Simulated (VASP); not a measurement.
# C (I4_1/amd) in VASP: electric field gradients with LDA

Aim: the electric field gradients of C with LDA.

Everything below comes from runs of VASP 6.6.1. Logs are shortened: lines on timing, memory, paths and dates and some standing lists are left out, and cuts for length are marked.

### 1 The cell of the first run

The structure is tetragonal, space group I4_1/amd (No. 141). The conventional cell has a = 2.522 Å, b = 2.522 Å, c = 3.531 Å, α = 90.00°, β = 90.00°, γ = 90.00°. C (site symmetry -4m2) has 4 C at 1.54 Å within 2.1 Å.

### 2 Electric field gradients, LDA (zz strain of -1 %)

Input file INCAR:

```
  PREC = Accurate
  ENCUT = 1000
  EDIFF = 1E-8
  ISMEAR = -1
  SIGMA = 0.08
  LREAL = F
  LASPH = T
  NELM = 120
  ALGO = Normal
  ISIF = 2
  LWAVE = F
  LCHARG = F
  LEFG = T
  NBANDS = 11
  GGA_COMPAT = F
```

Input file KPOINTS:

```
Automatic mesh
0
Gamma
  20 20 20
```

Input file POSCAR:

```
C
1.0
    0.0000000000      1.7834000000      1.7655660000
    1.7834000000      0.0000000000      1.7655660000
    1.7834000000      1.7834000000      0.0000000000
C
2
Direct
    0.5000000000      0.5000000000      0.5000000000
    0.7500000000      0.7500000000      0.7500000000
```

Potentials or basis: VASP PAW LDA potentials, release 64 (C_h).

Launch:

```
$ cat potpaw_LDA.64/C_h/POTCAR > POTCAR
$ mpirun -np 1 vasp_std > vasp.out
```

OUTCAR:

```text
PREC = Accurate
   ENCUT = 1000
   EDIFF = 1E-8
   ISMEAR = -1
   LREAL = F
   LASPH = T
   NELM = 120
   ISIF = 2

 ion  position               nearest neighbor table
   1  0.500  0.500  0.500-
   2  0.750  0.750  0.750-

  LATTYP: Found a body centered tetragonal cell.
 ALAT       =     2.5221084671
 C/A-ratio  =     1.4000714267

  Lattice vectors:

 A1 = (   0.0000000000,  -1.7834000000,  -1.7655660000)
 A2 = (   0.0000000000,   1.7834000000,  -1.7655660000)
 A3 = (   1.7834000000,   0.0000000000,   1.7655660000)

Analysis of symmetry for initial positions (statically):
=====================================================================
 Subroutine PRICEL returns:
 Original cell was already a primitive cell.

 Routine SETGRP: Setting up the symmetry group for a
 body centered tetragonal supercell.

 Subroutine GETGRP returns: Found 16 space group operations
 (whereof  8 operations were pure point group operations)
 out of a pool of 16 trial point group operations.

The static configuration has the point symmetry D_2d.
 The point group associated with its full space group is D_4h.

Analysis of symmetry for dynamics (positions and initial velocities):
=====================================================================
 Subroutine PRICEL returns:
 Original cell was already a primitive cell.

 Routine SETGRP: Setting up the symmetry group for a
 body centered tetragonal supercell.

 Subroutine GETGRP returns: Found 16 space group operations
 (whereof  8 operations were pure point group operations)
 out of a pool of 16 trial point group operations.

The dynamic configuration has the point symmetry D_2d.
 The point group associated with its full space group is D_4h.

 Subroutine INISYM returns: Found 16 space group operations
 (whereof  8 operations are pure point group operations),
 and found     1 'primitive' translations

----------------------------------------------------------------------------------------

                                     Primitive cell

  volume of cell :      11.2308

  direct lattice vectors                    reciprocal lattice vectors
     0.000000000  1.783400000  1.765566000    -0.280363351  0.280363351  0.283195304
     1.783400000  0.000000000  1.765566000     0.280363351 -0.280363351  0.283195304
     1.783400000  1.783400000  0.000000000     0.280363351  0.280363351 -0.283195304

  length of vectors
     2.509529609  2.509529609  2.522108467     0.487244084  0.487244084  0.487244084

  position of ions in fractional coordinates (direct lattice)
     0.500000000  0.500000000  0.500000000
     0.750000000  0.750000000  0.750000000

  ion indices of the primitive-cell ions
   primitive index   ion index
                 1           1
                 2           2

----------------------------------------------------------------------------------------

 KPOINTS: Automatic mesh

Automatic generation of k-mesh.
 Grid dimensions read from file:
 generate k-points for:   20   20   20

 Generating k-lattice:

  Cartesian coordinates                     Fractional coordinates (reciprocal lattice)
    -0.014018168  0.014018168  0.014159765     0.050000000  0.000000000  0.000000000
     0.014018168 -0.014018168  0.014159765     0.000000000  0.050000000  0.000000000
     0.014018168  0.014018168 -0.014159765     0.000000000  0.000000000  0.050000000

  Length of vectors
     0.024362204  0.024362204  0.024362204

  Shift w.r.t. Gamma in fractional coordinates (k-lattice)
     0.000000000  0.000000000  0.000000000

 Subroutine IBZKPT returns following result:
 ===========================================

 Found    641 irreducible k-points:

 Following reciprocal coordinates:
            Coordinates               Weight
  0.000000  0.000000  0.000000      1.000000
  0.050000 -0.000000  0.000000      8.000000
  0.100000 -0.000000  0.000000      8.000000
  0.150000 -0.000000  0.000000      8.000000
  0.200000 -0.000000  0.000000      8.000000
  0.250000  0.000000  0.000000      8.000000
[... 16 lines left out ...]
 -0.400000  0.050000  0.000000      8.000000
 -0.350000  0.050000  0.000000      8.000000
 [... further k-points ...]
   k-points           NKPTS =    641   k-points in BZ     NKDIM =    641   number of bands    NBANDS=     11
   number of dos      NEDOS =    301   number of ions     NIONS =      2
   total plane-waves  NPLWV =  21952
   dimension x,y,z NGX =    28 NGY =   28 NGZ =   28
   dimension x,y,z NGXF=    56 NGYF=   56 NGZF=   56
   ions per type =               2
   NGX,Y,Z   is equivalent  to a cutoff of  18.55, 18.55, 18.46 a.u.
   NGXF,Y,Z  is equivalent  to a cutoff of  37.10, 37.10, 36.91 a.u.
 SYSTEM =  unknown system
   PREC   = accura    normal or accurate (medium, high low for compatibility)
   ISTART =      0    job   : 0-new  1-cont  2-samecut
   ICHARG =      2    charge: 1-file 2-atom 10-const
   ISPIN  =      1    spin polarized calculation?
   LNONCOLLINEAR =      F non collinear calculations
   LSORBIT =      F    spin-orbit coupling
   LASPH  =      T    aspherical Exc in radial PAW
   ENCUT  = 1000.0 eV  73.50 Ry    8.57 a.u.   6.47  6.47  6.50*2*pi/ulx,y,z
   NELM   =    120;   NELMIN=  2; NELMDL= -5     # of ELM steps
   EDIFF  = 0.1E-07   stopping-criterion for ELM
   LREAL  =      F    real-space projection
   EDIFFG = 0.1E-06   stopping-criterion for IOM
   NSW    =      0    number of steps for IOM
   IBRION =     -1    ionic relax: 0-MD 1-quasi-New 2-CG
   NFREE  =      0    steps in history (QN), initial steepest desc. (CG)
   ISIF   =      2    stress and relaxation
   ISYM   =      2    0-nonsym 1-usesym 2-fastsym
   POTIM  = 0.5000    time-step for ionic-motion
   TEBEG  =    0.0;   TEEND  =   0.0 temperature during run
   PSTRESS=    0.0 pullay stress
   NELECT =       8.0000    total number of electrons
   NUPDOWN=      -1.0000    fix difference up-down
   EMIN   =  10.00;   EMAX   =-10.00  energy-range for DOS
   EFERMI =   0.00;   METHOD = LEGACY
   ISMEAR =    -1;   SIGMA  =   0.08  broadening in eV -4-tet -1-fermi 0-gaus
   EFERMI_NEDOS =   21; number of points for ismear=-14 and -15
   IALGO  =     38    algorithm
   IMIX   =      4    mixing-type and parameters
     AMIX     =   0.40;   BMIX     =  1.00
     AMIX_MAG =   1.60;   BMIX_MAG =  1.00
  volume/ion in A,a.u.               =       5.62        37.89
  Fermi-wavevector in a.u.,A,eV,Ry     =   1.462068  2.762909 29.084409  2.137644
  Thomas-Fermi vector in A             =   2.578325
   LORBIT       =      0    0 simple, 1 ext, 2 COOP (PROOUT), +10 PAW based schemes
   GGA     = CA    functional components
   LHFCALC =     F    Hartree Fock is set to
   AEXX    =    0.0000 exact exchange contribution
   IVDW    =     0    specifies the selected vdW correction
   LEPSILON=     F    determine dielectric tensor
   LRPA    =     F    only Hartree local field effects (RPA)
 non-spin polarized calculation
  energy-cutoff  :     1000.00
  volume of cell :       11.23
 maximum number of plane-waves:       845
 NGX is ok and might be reduce to    28
   NGX = 13   NGY = 13   NGZ = 13

 number of electron       8.0000000 magnetization

 Free energy of the ion-electron system (eV)
  ---------------------------------------------------
  ext. energy  EPLUGINS =         0.00000000
  ---------------------------------------------------
  free energy    TOTEN  =       -20.26019768 eV

  energy without entropy =      -20.26019768  energy(sigma->0) =      -20.26019768

 E-fermi :  12.6075     XC(G=0): -13.6997

 val. band max:       11.1252204714   @ k =   0.0000   0.0000   0.0000
 cond. band min:      14.9962062201   @ k =   0.3500   0.3500   0.0000
 fundamental gap:      3.8709857487
 Fermi energy:        12.6074527427

 k-point     1 :       0.0000    0.0000    0.0000
  band No.  band energies     occupation
      1     -10.4289      2.00000
      2      10.9746      2.00000
      3      10.9746      2.00000
      4      11.1252      2.00000
      5      16.5153      0.00000
      6      16.6383      0.00000
      7      16.6383      0.00000
      8      24.8014      0.00000
      9      30.1629      0.00000
     10      37.4911      0.00000
     11      38.0048      0.00000
[... 309 lines left out ...]
 k-point    24 :      -0.3500    0.0500    0.0000
  band No.  band energies     occupation
      1      -6.7240      2.00000
      2       0.6603      2.00000
      3       8.0840      2.00000
      4       8.5768      2.00000
      5      19.2619      0.00000
      6      19.5204      0.00000
      7      20.2263      0.00000
      8      26.2455      0.00000
      9      31.9205      0.00000
     10      33.8632      0.00000
     11      35.2253      0.00000

 [... further k-points ...]

------------------------ aborting loop because EDIFF is reached ----------------------------------------

  FORCE on cell =-STRESS in cart. coord.  units (eV):
  Direction    XX          YY          ZZ          XY          YZ          ZX
  --------------------------------------------------------------------------------------
  -------------------------------------------------------------------------------------
  Total       -0.7655299     -0.7655299     -0.1129892      0.0000000      0.0000000      0.0000000
  in kB     -109.2097098   -109.2097098    -16.1189280      0.0000000      0.0000000      0.0000000
  external PRESSURE =     -78.1794492 kB  Pullay stress =       0.0000000 kB

 VOLUME and BASIS-vectors are now :
 -----------------------------------------------------------------------------
  energy-cutoff  :     1000.00
  volume of cell :       11.23
      direct lattice vectors                 reciprocal lattice vectors
     0.000000000  1.783400000  1.765566000    -0.280363351  0.280363351  0.283195304
     1.783400000  0.000000000  1.765566000     0.280363351 -0.280363351  0.283195304
     1.783400000  1.783400000  0.000000000     0.280363351  0.280363351 -0.283195304

 POSITION                                       TOTAL-FORCE (eV/Angst)
 -----------------------------------------------------------------------------------
      1.78340      1.78340      1.76557         0.000000      0.000000     -0.000000
      2.67510      2.67510      2.64835        -0.000000     -0.000000      0.000000
 -----------------------------------------------------------------------------------
    total drift:                                0.000000      0.000000     -0.000000

  FREE ENERGIE OF THE ION-ELECTRON SYSTEM (eV)
  ---------------------------------------------------
  free  energy   TOTEN  =       -20.2601976802 eV

  energy  without entropy=      -20.2601976802  energy(sigma->0) =      -20.26019768

 Electric field gradients (V/A^2)
---------------------------------------------------------------------
 ion       V_xx      V_yy      V_zz      V_xy      V_xz      V_yz
---------------------------------------------------------------------
   1       0.191     0.191    -0.382    -0.000     0.000     0.000
   2       0.191     0.191    -0.382    -0.000     0.000     0.000
---------------------------------------------------------------------

 Electric field gradients after diagonalization (V/A^2)
 (convention: |V_zz| > |V_xx| > |V_yy|)
----------------------------------------------------------------------
 ion       V_xx      V_yy      V_zz     asymmetry (V_yy - V_xx)/ V_zz
----------------------------------------------------------------------
   1       0.191     0.191    -0.382       0.000
   2       0.191     0.191    -0.382       0.000
----------------------------------------------------------------------

           NMR quadrupolar parameters

 Cq : quadrupolar parameter    Cq=e*Q*V_zz/h
 eta: asymmetry parameters     (V_yy - V_xx)/ V_zz
 Q  : nuclear electric quadrupole moment in mb (millibarn)
----------------------------------------------------------------------
 ion       Cq(MHz)       eta       Q (mb)
----------------------------------------------------------------------
   1      -0.001       0.000       1.000
   2      -0.001       0.000       1.000
----------------------------------------------------------------------
```

It took 72 s on 1 thread of Intel Xeon 6975P-C (Granite Rapids), shared host; peak memory 0.26 GiB.

What came out:

```yaml
Free_energy: -20.2602 eV
Pressure: -7.8 GPa
Band_gap_on_the_k_mesh: 3.87 eV (least direct gap 5.39 eV)
Largest_electric_field_gradient_by_atom: C -0.4 V/Å²
```

Electric field gradients, principal values (V/Å²):
```
atom  least  middle  greatest (by size)
 1 C  0.191   0.191              -0.382
 2 C  0.191   0.191              -0.382
```

Caveat: the cell differs from its parent crystal (zz strain of -1 %); the stress differs along the axes, from -11 to -2 GPa; without QUAD_EFG the Cq values of the log hold for a quadrupole moment of 1 mb, not for the nuclei. A k mesh can miss the band edges.
